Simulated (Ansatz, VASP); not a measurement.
# Mg: VASP beside Ansatz

POSCAR

```
Mg
1.0
    3.1792646675      0.0000000000      0.0000000000
   -1.5896323337      2.7533239674      0.0000000000
    0.0000000000      0.0000000000      5.1568903974
Mg
2
Direct
    0.3333333333      0.6666666667      0.2500000000
    0.6666666667      0.3333333333      0.7500000000
```

Contents of INCAR.step1:

```
SYSTEM = Mg
PREC = Accurate
ENCUT = 520
ISMEAR = -1
SIGMA = 0.1
LREAL = .False.
LASPH = .True.
NELM = 80
NBANDS = 9
GGA = PE
ALGO = Normal
EDIFF = 1E-4
LWAVE = .True.
LCHARG = .False.
```

Contents of INCAR.step2:

```
SYSTEM = Mg
PREC = Accurate
ENCUT = 520
EDIFF = 1E-6
ISMEAR = -1
SIGMA = 0.1
LREAL = .False.
LASPH = .True.
NELM = 80
ALGO = Normal
ISIF = 2
LWAVE = .False.
LCHARG = .False.
METAGGA = R2SCAN
LMIXTAU = .True.
NBANDS = 9
ISTART = 1
```

File KPOINTS:

```
Automatic mesh
0
Gamma
  11 11 6
  0 0 0
```

Input for Ansatz:

```yaml
crystal:
  lattice:
    - [3.1792646675, 0.0, 0.0]
    - [-1.5896323337, 2.7533239674, 0.0]
    - [0.0, 0.0, 5.1568903974]
  atoms:
    - { symbol: Mg, position: [0.3333333333, 0.6666666667, 0.25] }
    - { symbol: Mg, position: [0.6666666667, 0.3333333333, 0.75] }
hamiltonian:
  xc: r2scan
  pseudopotentials:
    kind: paw
    azcp:
      Mg: "pseudopotentials/Mg.paw.azcp"
basis:
  ecutwfc: 600
  fft_grid_basis: typed
kpoints:
  mp_grid: { grid: [11, 11, 6], shift: [0, 0, 0] }
magnetization:
  spin_polarized: false
scf:
  occupations: { method: fermi_dirac, width: 0.1 }
  lower_state_search: "off"
output:
  stress: true
```

Alike in both runs: task single point; functional r2SCAN; k mesh 11 × 11 × 6; occupations fermi-dirac, width 0.1 eV; no spin polarisation.

|  | VASP | Ansatz |
| --- | --- | --- |
| version | VASP 6.6.1 | Ansatz 0.2.0 |
| potentials or method | VASP PAW PBE potentials, release 64 (Mg), cutoff 520 eV | plane waves (600 eV) with PAW, scalar-relativistic |
| valence electrons in the cell | 4 | 20 |

VASP gave:

* pressure (GPa): -0.3

**Question.** Estimate Ansatz's values.

**Answer.** Pressure (GPa): 0.0.

VASP's potentials were made for PBE, not for r2SCAN. The functional is the same, so the differences come from potentials, cutoffs and numerics. VASP's potentials hold 4 valence electrons a cell and Ansatz's 20, so a difference there can come from the potentials and not from the codes.
